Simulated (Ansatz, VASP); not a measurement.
**ZnTe2O3 in VASP and in Ansatz**

```
Zn Te O
1.0
     5.91825    0.00000    0.00000
    -2.95912    5.12535    0.00000
     0.00000    0.00000    3.28705
Zn Te O
1 2 3
Cartesian
  0.0000 0.0000 0.0000
  0.0000 3.4169 0.0000
  2.9591 1.7085 0.0000
  2.9591 0.0000 1.6435
  1.4796 2.5627 1.6435
  -1.4796 2.5627 1.6435
```

Change from the starting cell: species swapped into the LaGa3Pd2 type (P6/mmm, No. 191).

Alike in both runs: functional PBE; k mesh 6 × 6 × 4; occupations gaussian, width 0.1 eV; no spin polarisation.

Ansatz relaxed the structure, and its values are those at the end. VASP's run is a single point on that final structure, the one shown.

```csv
,VASP,Ansatz
version,VASP 6.6.1,Ansatz 0.2.0
potentials or method,"VASP PAW PBE potentials, release 64 (Zn, Te, O), cutoff 520 eV","scalar-relativistic, plane waves, PAW"
valence electrons in the cell,42,62
```

|  | VASP | Ansatz | Ansatz less VASP |
| --- | --- | --- | --- |
| gap on the k mesh at the Fermi level (eV) | none | none | - |
| pressure (GPa) | -0.5 | 0.0 | +0.48 |

A gap of «none» marks a metal or a gap that the smearing closes. VASP's potentials hold 42 valence electrons a cell and Ansatz's 62, so a difference there can come from the potentials and not from the codes.

The k mesh is coarse, so the values compare programs but aren't converged. Neither program's run includes spin-orbit coupling.
